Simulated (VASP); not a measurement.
Ag2O:

```xyz
6
Lattice="4.8121 0.0000 0.0000 0.0000 4.8121 0.0000 0.0000 0.0000 4.8121" Properties=species:S:1:pos:R:3 pbc="T T T"
Ag    1.2030    1.2030    1.2030
Ag    1.2030    3.6091    3.6091
Ag    3.6091    3.6091    1.2030
Ag    3.6091    1.2030    3.6091
O     0.0000    0.0000    0.0000
O     2.4061    2.4061    2.4061
```

```yaml
Program: VASP 6.6.1
Task: relaxation of cell and atoms
Functional: LDA
Potentials_or_basis: VASP PAW LDA potentials, release 64 (Ag, O)
Cutoff: 600 eV
k_mesh: 6 × 6 × 6
Occupations: fermi-dirac, width 0.02 eV
Spin: no spin polarisation
```

At the start: pressure -8.6 GPa; volume 18.57 Å³/atom.

Question: How do energy, volume and symmetry change on relaxing?

Answer: Over 3 steps the energy falls by 58.6 meV/atom and the volume is 16.62 Å³/atom (-10.5 %); space group Pn-3m (No. 224, to 0.05 Å).

Step by step:
| step | energy change (eV) | largest force (eV/Å) | pressure (GPa) | volume (Å³) |
| --- | --- | --- | --- | --- |
| 1 | 0.0000 | 0.0000 | -8.60 | 111.43 |
| 2 | -0.3058 | 0.0000 | 4.21 | 96.12 |
| 3 | -0.3516 | 0.0000 | 0.00 | 99.74 |

Final structure:
```cif
data_structure
_symmetry_space_group_name_H-M 'P 1'
_symmetry_Int_Tables_number 1
_cell_length_a 4.6376
_cell_length_b 4.6376
_cell_length_c 4.6376
_cell_angle_alpha 90.000
_cell_angle_beta 90.000
_cell_angle_gamma 90.000
_cell_volume 99.74
loop_
_atom_site_label
_atom_site_type_symbol
_atom_site_fract_x
_atom_site_fract_y
_atom_site_fract_z
_atom_site_occupancy
Ag1 Ag 0.25000 0.25000 0.25000 1
Ag2 Ag 0.25000 0.75000 0.75000 1
Ag3 Ag 0.75000 0.75000 0.25000 1
Ag4 Ag 0.75000 0.25000 0.75000 1
O1 O 0.00000 0.00000 0.00000 1
O2 O 0.50000 0.50000 0.50000 1
```

Caveat: the volume moved by -10 % from the deposited cell, more than functionals usually miss.
